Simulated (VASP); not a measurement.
# AlV2C (P6_3/mmc) in VASP: relaxation of cell and atoms with PBEsol

Aim: the relaxation of cell and atoms of AlV2C with PBEsol.

Program: VASP 6.6.1. These are calculated values, not measurements. Logs are shortened: lines on timing, memory, paths and dates and some standing lists are left out, and cuts for length are marked.

**1. The cell of the first run**

Symmetry: P6_3/mmc, No. 194, hexagonal system. Conventional cell: a = 2.906 Å, b = 2.906 Å, c = 13.135 Å, α = 90.00°, β = 90.00°, γ = 120.00°. Within 3.7 Å of Al (site symmetry -6m2) lie 6 V at 2.74 Å and 6 Al at 2.91 Å and 6 C at 3.69 Å. Within 3.0 Å of V (site symmetry 3m) lie 3 C at 2.02 Å and 3 Al at 2.74 Å and 9 V at 2.79 to 2.91 Å. Within 2.7 Å of C (site symmetry -3m) lie 6 V at 2.02 Å.

**2. Relaxation of cell and atoms, PBEsol**

Input file INCAR:

```
PREC = Accurate
ENCUT = 600
EDIFF = 1E-6
ISMEAR = 0
SIGMA = 0.1
LREAL = F
LASPH = T
NELM = 60
ALGO = Normal
ISIF = 3
LWAVE = F
LCHARG = F
GGA = PS
IBRION = 2
NSW = 70
EDIFFG = -0.005
```

Input file KPOINTS:

```
regular mesh
0
Gamma
  15 15 4
```

Input file POSCAR:

```
AlV2C
1.0
    2.9064461792      0.0000000000      0.0000000000
   -1.4532230896      2.5170562259      0.0000000000
    0.0000000000      0.0000000000     13.1347117301
Al V C
2 4 2
Direct
    0.3333333333      0.6666666667      0.2500000000
    0.6666666667      0.3333333333      0.7500000000
    0.3333333333      0.6666666667      0.5849724962
    0.6666666667      0.3333333333      0.4150275038
    0.6666666667      0.3333333333      0.0849724962
    0.3333333333      0.6666666667      0.9150275038
    0.0000000000      0.0000000000      0.0000000000
    0.0000000000      0.0000000000      0.5000000000
```

Potentials or basis: VASP PAW PBE potentials, release 64 (Al, V_sv, C).

On the command line:

```console
> cat potpaw_PBE.64/Al/POTCAR potpaw_PBE.64/V_sv/POTCAR potpaw_PBE.64/C/POTCAR > POTCAR
> mpirun -np 1 vasp_std > vasp.out
```

OUTCAR:

```text
PREC = Accurate
   ENCUT = 600
   EDIFF = 1E-6
   ISMEAR = 0
   LREAL = F
   LASPH = T
   NELM = 60
   ISIF = 3
   GGA = PS
   IBRION = 2
   NSW = 70
   EDIFFG = -0.005

 ion  position               nearest neighbor table
   1  0.333  0.667  0.250-   4 2.74   5 2.74   4 2.74   5 2.74   4 2.74   5 2.74
   2  0.667  0.333  0.750-   3 2.74   6 2.74   3 2.74   6 2.74   3 2.74   6 2.74
   3  0.333  0.667  0.585-   8 2.02   8 2.02   8 2.02   2 2.74   2 2.74   2 2.74   4 2.79   4 2.79
                             4 2.79
   4  0.667  0.333  0.415-   8 2.02   8 2.02   8 2.02   1 2.74   1 2.74   1 2.74   3 2.79   3 2.79
                             3 2.79
   5  0.667  0.333  0.085-   7 2.02   7 2.02   7 2.02   1 2.74   1 2.74   1 2.74   6 2.79   6 2.79
                             6 2.79
   6  0.333  0.667  0.915-   7 2.02   7 2.02   7 2.02   2 2.74   2 2.74   2 2.74   5 2.79   5 2.79
                             5 2.79
   7  0.000  0.000  0.000-   5 2.02   6 2.02   6 2.02   5 2.02   5 2.02   6 2.02
   8  0.000  0.000  0.500-   3 2.02   4 2.02   3 2.02   4 2.02   4 2.02   3 2.02

  LATTYP: Found a hexagonal cell.
 ALAT       =     2.9064461792
 C/A-ratio  =     4.5191656478

  Lattice vectors:

 A1 = (   2.9064461792,   0.0000000000,   0.0000000000)
 A2 = (  -1.4532230896,   2.5170562259,   0.0000000000)
 A3 = (   0.0000000000,   0.0000000000,  13.1347117301)

Analysis of symmetry for initial positions (statically):
=====================================================================
 Subroutine PRICEL returns:
 Original cell was already a primitive cell.

 Routine SETGRP: Setting up the symmetry group for a
 hexagonal supercell.

 Subroutine GETGRP returns: Found 24 space group operations
 (whereof 12 operations were pure point group operations)
 out of a pool of 24 trial point group operations.

The static configuration has the point symmetry D_3d.
 The point group associated with its full space group is D_6h.

Analysis of symmetry for dynamics (positions and initial velocities):
=====================================================================
 Subroutine PRICEL returns:
 Original cell was already a primitive cell.

 Routine SETGRP: Setting up the symmetry group for a
 hexagonal supercell.

 Subroutine GETGRP returns: Found 24 space group operations
 (whereof 12 operations were pure point group operations)
 out of a pool of 24 trial point group operations.

The dynamic configuration has the point symmetry D_3d.
 The point group associated with its full space group is D_6h.

 Subroutine INISYM returns: Found 24 space group operations
 (whereof 12 operations are pure point group operations),
 and found     1 'primitive' translations

----------------------------------------------------------------------------------------

                                     Primitive cell

  volume of cell :      96.0895

  direct lattice vectors                    reciprocal lattice vectors
     2.906446179  0.000000000  0.000000000     0.344062796  0.198644748  0.000000000
    -1.453223090  2.517056226  0.000000000     0.000000000  0.397289496  0.000000000
     0.000000000  0.000000000 13.134711730     0.000000000  0.000000000  0.076134141

  length of vectors
     2.906446179  2.906446179 13.134711730     0.397289496  0.397289496  0.076134141

  position of ions in fractional coordinates (direct lattice)
     0.333333333  0.666666667  0.250000000
     0.666666667  0.333333333  0.750000000
     0.333333333  0.666666667  0.584972496
     0.666666667  0.333333333  0.415027504
     0.666666667  0.333333333  0.084972496
     0.333333333  0.666666667  0.915027504
     0.000000000  0.000000000  0.000000000
     0.000000000  0.000000000  0.500000000

  ion indices of the primitive-cell ions
   primitive index   ion index
                 1           1
                 2           2
                 3           3
                 4           4
                 5           5
                 6           6
                 7           7
                 8           8

----------------------------------------------------------------------------------------

 KPOINTS: regular mesh

Automatic generation of k-mesh.
 Grid dimensions read from file:
 generate k-points for:   15   15    4

 Generating k-lattice:

  Cartesian coordinates                     Fractional coordinates (reciprocal lattice)
     0.022937520  0.013242983  0.000000000     0.066666667 -0.000000000  0.000000000
     0.000000000  0.026485966  0.000000000     0.000000000  0.066666667  0.000000000
     0.000000000  0.000000000  0.019033535     0.000000000  0.000000000  0.250000000

  Length of vectors
     0.026485966  0.026485966  0.019033535

  Shift w.r.t. Gamma in fractional coordinates (k-lattice)
     0.000000000  0.000000000  0.000000000

 Subroutine IBZKPT returns following result:
 ===========================================

 Found     81 irreducible k-points:

 Following reciprocal coordinates:
            Coordinates               Weight
  0.000000  0.000000  0.000000      1.000000
  0.066667 -0.000000  0.000000      6.000000
  0.133333  0.000000  0.000000      6.000000
  0.200000 -0.000000  0.000000      6.000000
  0.266667  0.000000  0.000000      6.000000
  0.333333  0.000000  0.000000      6.000000
[... 16 lines left out ...]
  0.333333  0.200000  0.000000     12.000000
  0.400000  0.200000  0.000000      6.000000
 [... further k-points ...]
   k-points           NKPTS =     81   k-points in BZ     NKDIM =     81   number of bands    NBANDS=     39
   number of dos      NEDOS =    301   number of ions     NIONS =      8
   total plane-waves  NPLWV =  62208
   dimension x,y,z NGX =    24 NGY =   24 NGZ =  108
   dimension x,y,z NGXF=    48 NGYF=   48 NGZF=  216
   ions per type =               2   4   2
   NGX,Y,Z   is equivalent  to a cutoff of  13.73, 13.73, 13.67 a.u.
   NGXF,Y,Z  is equivalent  to a cutoff of  27.46, 27.46, 27.34 a.u.
 SYSTEM =  unknown system
   PREC   = accura    normal or accurate (medium, high low for compatibility)
   ISTART =      0    job   : 0-new  1-cont  2-samecut
   ICHARG =      2    charge: 1-file 2-atom 10-const
   ISPIN  =      1    spin polarized calculation?
   LNONCOLLINEAR =      F non collinear calculations
   LSORBIT =      F    spin-orbit coupling
   LASPH  =      T    aspherical Exc in radial PAW
   ENCUT  =  600.0 eV  44.10 Ry    6.64 a.u.   5.80  5.80 26.23*2*pi/ulx,y,z
   NELM   =     60;   NELMIN=  2; NELMDL= -5     # of ELM steps
   EDIFF  = 0.1E-05   stopping-criterion for ELM
   LREAL  =      F    real-space projection
   EDIFFG = -.5E-02   stopping-criterion for IOM
   NSW    =     70    number of steps for IOM
   IBRION =      2    ionic relax: 0-MD 1-quasi-New 2-CG
   NFREE  =      1    steps in history (QN), initial steepest desc. (CG)
   ISIF   =      3    stress and relaxation
   ISYM   =      2    0-nonsym 1-usesym 2-fastsym
   POTIM  = 0.5000    time-step for ionic-motion
   TEBEG  =    0.0;   TEEND  =   0.0 temperature during run
   PSTRESS=    0.0 pullay stress
   NELECT =      66.0000    total number of electrons
   NUPDOWN=      -1.0000    fix difference up-down
   EMIN   =  10.00;   EMAX   =-10.00  energy-range for DOS
   EFERMI =   0.00;   METHOD = LEGACY
   ISMEAR =     0;   SIGMA  =   0.10  broadening in eV -4-tet -1-fermi 0-gaus
   EFERMI_NEDOS =   21; number of points for ismear=-14 and -15
   IALGO  =     38    algorithm
   IMIX   =      4    mixing-type and parameters
     AMIX     =   0.40;   BMIX     =  1.00
     AMIX_MAG =   1.60;   BMIX_MAG =  1.00
  volume/ion in A,a.u.               =      12.01        81.06
  Fermi-wavevector in a.u.,A,eV,Ry     =   1.444434  2.729584 28.387035  2.086388
  Thomas-Fermi vector in A             =   2.562729
   LORBIT       =      0    0 simple, 1 ext, 2 COOP (PROOUT), +10 PAW based schemes
   GGA     = PS    functional components
   LHFCALC =     F    Hartree Fock is set to
   AEXX    =    0.0000 exact exchange contribution
   IVDW    =     0    specifies the selected vdW correction
   LEPSILON=     F    determine dielectric tensor
   LRPA    =     F    only Hartree local field effects (RPA)
 conjugate gradient relaxation of ions
 non-spin polarized calculation
 Gauss-broadening in eV      SIGMA  =   0.10
  energy-cutoff  :      600.00
  volume of cell :       96.09
 maximum number of plane-waves:      3233
 NGX is ok and might be reduce to    24
   NGX = 11   NGY = 11   NGZ = 53

--------------------------------------- Ionic step        1  -------------------------------------------

 number of electron      65.9999993 magnetization

 Free energy of the ion-electron system (eV)
  ---------------------------------------------------
  ext. energy  EPLUGINS =         0.00000000
  ---------------------------------------------------
  free energy    TOTEN  =       -70.54992529 eV

  energy without entropy =      -70.52794729  energy(sigma->0) =      -70.53893629

------------------------ aborting loop because EDIFF is reached ----------------------------------------

  FORCE on cell =-STRESS in cart. coord.  units (eV):
  Direction    XX          YY          ZZ          XY          YZ          ZX
  --------------------------------------------------------------------------------------
  -------------------------------------------------------------------------------------
  Total       -3.1828589     -3.1828589     -3.1736923      0.0000000     -0.0000000      0.0000000
  in kB      -53.0703834    -53.0703834    -52.9175403      0.0000000     -0.0000000      0.0000000
  external PRESSURE =     -53.0194357 kB  Pullay stress =       0.0000000 kB
[... 27 lines left out ...]
  energy  without entropy=      -70.5279472887  energy(sigma->0) =      -70.53893629

--------------------------------------- Ionic step        2  -------------------------------------------

 number of electron      66.0000005 magnetization

 E-fermi :  10.0535     XC(G=0): -12.5455

 val. band max:       10.0397093270   @ k =   0.2000   0.0667   0.5000
 cond. band min:      10.0659823924   @ k =   0.2000  -0.0000   0.2500
 fundamental gap:      0.0262730653
 Fermi energy:        10.0534543279

 k-point     1 :       0.0000    0.0000    0.0000
  band No.  band energies     occupation
      1     -54.0114      2.00000
      2     -54.0113      2.00000
      3     -53.9240      2.00000
      4     -53.9239      2.00000
      5     -28.2416      2.00000
      6     -28.2391      2.00000
[... 1290 lines left out ...]
  energy  without entropy=      -70.5701209121  energy(sigma->0) =      -70.58075885

--------------------------------------- Ionic step        9  -------------------------------------------

 number of electron      66.0000010 magnetization

 Free energy of the ion-electron system (eV)
  ---------------------------------------------------
  ext. energy  EPLUGINS =         0.00000000
  ---------------------------------------------------
  free energy    TOTEN  =       -70.59141061 eV

  energy without entropy =      -70.57016656  energy(sigma->0) =      -70.58078858

 E-fermi :   9.6672     XC(G=0): -12.3936

 val. band max:        9.6627819826   @ k =   0.1333   0.1333   0.0000
 cond. band min:       9.6674190413   @ k =   0.1333   0.0667   0.2500
 fundamental gap:      0.0046370588
 Fermi energy:         9.6672261221

 k-point     1 :       0.0000    0.0000    0.0000
  band No.  band energies     occupation
      1     -54.4490      2.00000
      2     -54.4489      2.00000
      3     -54.3795      2.00000
      4     -54.3794      2.00000
      5     -28.6360      2.00000
      6     -28.6337      2.00000
[... 1034 lines left out ...]
  FREE ENERGIE OF THE ION-ELECTRON SYSTEM (eV)
  ---------------------------------------------------
  free  energy   TOTEN  =       -70.5914106080 eV

  energy  without entropy=      -70.5701665611  energy(sigma->0) =      -70.58078858

 reached required accuracy - stopping structural energy minimisation
```

It took 18 min on 1 thread of AMD EPYC 9R45 (Zen 5), shared host; peak memory 0.43 GiB.

Results:

```yaml
Free_energy: -70.5914 eV
Relaxed_volume: 11.70 Å³/atom
Relaxed_cell: a = 2.880 Å, b = 2.880 Å, c = 13.030 Å, α = 90.00°, β = 90.00°, γ = 120.00°
Space_group_after_relaxing_to_0.1_Å: P6_3/mmc (No. 194)
Energy_gained_by_relaxing: 5.2 meV/atom
Ionic_steps: 9
Pressure_after_relaxing: 0.0 GPa
Largest_force_after_relaxing: 0.004 eV/Å
Band_gap_on_the_k_mesh: zero (bands 33 and 34 overlap by 1.67 eV)
```

Forces on the atoms (eV/Å):
```
Al   0.000  0.000  0.000
Al   0.000  0.000  0.000
V    0.000  0.000  0.004
V    0.000  0.000 -0.004
V    0.000  0.000  0.004
V    0.000  0.000 -0.004
C    0.000  0.000  0.000
C    0.000  0.000  0.000
```

The path:
```
step  energy change (eV)  largest force (eV/Å)  pressure (GPa)  volume (Å³)
   1              0.0000                0.2470           -5.30        96.09
   2              0.0532                0.7417            8.48        90.67
   3             -0.0398                0.1156           -0.23        93.90
   4             -0.0398                0.1233           -0.08        93.86
   5             -0.0414                0.0245            0.01        93.63
   6             -0.0415                0.0039            0.09        93.59
   7             -0.0415                0.0065            0.05        93.59
   8             -0.0415                0.0030           -0.15        93.65
   9             -0.0415                0.0037            0.02        93.61
```

Final structure:
```
Al V C
1.0
     2.88021    0.00000    0.00000
    -1.44011    2.49434    0.00000
     0.00000    0.00000   13.02968
Al V C
2 4 2
Direct
  0.33333 0.66667 0.25000
  0.66667 0.33333 0.75000
  0.33333 0.66667 0.58506
  0.66667 0.33333 0.41494
  0.66667 0.33333 0.08506
  0.33333 0.66667 0.91494
  0.00000 0.00000 0.00000
  0.00000 0.00000 0.50000
```

Caveat: the PAW data sets were made with another functional, which shifts forces and pressure a little.
